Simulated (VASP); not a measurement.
Wanted: the native input for a VASP 6.6.1 run.

* Task: single point
* Functional: PBE
* Potentials or basis: VASP PAW PBE potentials, release 64 (Co, Ti_sv)
* Cutoff: 520 eV
* k mesh: 8 × 8 × 8
* Occupations: fermi-dirac, width 0.05 eV
* Spin: collinear spin, ferromagnetic start
* Starting moments: [0.533333, 0.266667] μB
* Fixed moment: 0.8 μB
* Dipole correction: no
* Further INCAR settings: ALGO = Normal; EDIFF = 1e-06; NBANDS = 22

The structure of TiCo lies in POSCAR:

```
TiCo
1.0
    2.9861109900      0.0000000000      0.0000000000
    0.0000000000      2.9861109900      0.0000000000
    0.0000000000      0.0000000000      2.9861109900
Co Ti
1 1
Direct
    0.5000000000      0.5000000000      0.5000000000
    0.0000000000      0.0000000000      0.0000000000
```

One way to write it, as run:

INCAR

```
PREC = Accurate ; ENCUT = 520
EDIFF = 1E-6 ; ISMEAR = -1
SIGMA = 0.05 ; LREAL = False
LASPH = True ; NELM = 150
ALGO = Normal ; ISIF = 2
LWAVE = False ; LCHARG = False
ISPIN = 2 ; MAGMOM = 0.533333 0.266667
LORBIT = 11 ; NUPDOWN = 0.8
LMAXMIX = 4 ; GGA = PE
NBANDS = 22
```

KPOINTS

```
Automatic mesh
0
Gamma
  8 8 8
```

Potentials or basis: VASP PAW PBE potentials, release 64 (Co, Ti_sv).

Command:

```sh
$ cat potpaw_PBE.64/Co/POTCAR potpaw_PBE.64/Ti_sv/POTCAR > POTCAR
$ mpirun -np 1 vasp_std > vasp.out
```

It gave:

```yaml
Pressure: -0.5 GPa
Net_moment: 0.80 μB per cell
Site_moments: Co +0.94; Ti -0.08 μB
Valence_electrons_inside_the_program's_atomic_spheres: Co 8.29; Ti 10.28
```

Caveat: the total moment is fixed, so each spin has its own Fermi level.

It took 29 s on 1 thread of Intel(R) Xeon(R) Platinum 8488C (Sapphire Rapids), on a shared host, peak memory 0.17 GiB.
